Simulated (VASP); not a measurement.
ZrC:

```
Zr C
1.0
     3.39148    0.00000    0.00000
    -1.69574    2.93710    0.00000
     0.00000    0.00000    5.29005
Zr C
2 2
Direct
  0.66667 0.33333 0.75000
  0.33333 0.66667 0.25000
  0.00000 0.00000 0.50000
  0.00000 0.00000 0.00000
```

```yaml
Program: VASP 6.6.1
Task: relaxation of cell and atoms
Functional: PBE
Potentials_or_basis: VASP PAW PBE potentials, release 64 (Zr_sv, C)
Cutoff: 600 eV
k_mesh: 7 × 7 × 4
Occupations: fermi-dirac, width 0.05 eV
Spin: no spin polarisation
```

At the start: pressure -2.2 GPa; volume 13.17 Å³/atom.

**Question.** How do energy, volume and symmetry change on relaxing?

**Answer.** Over 5 steps the energy falls by 2.9 meV/atom and the volume is 13.04 Å³/atom (-1.0 %); space group P6_3/mmc (No. 194, to 0.1 Å) before and after.

The path:
```
step  energy change (eV)  largest force (eV/Å)  pressure (GPa)  volume (Å³)
   1              0.0000                0.0000           -2.15        52.69
   2             -0.0023                0.0000            3.61        51.35
   3             -0.0092                0.0000            0.87        51.97
   4             -0.0113                0.0000           -0.20        52.23
   5             -0.0115                0.0000            0.01        52.18
```

Final structure:
```xyz
4
Lattice="3.3612 0.0000 0.0000 -1.6806 2.9109 0.0000 0.0000 0.0000 5.3329" Properties=species:S:1:pos:R:3 pbc="T T T"
Zr    1.6806    0.9703    3.9997
Zr    0.0000    1.9406    1.3332
C     0.0000    0.0000    2.6664
C     0.0000    0.0000    0.0000
```
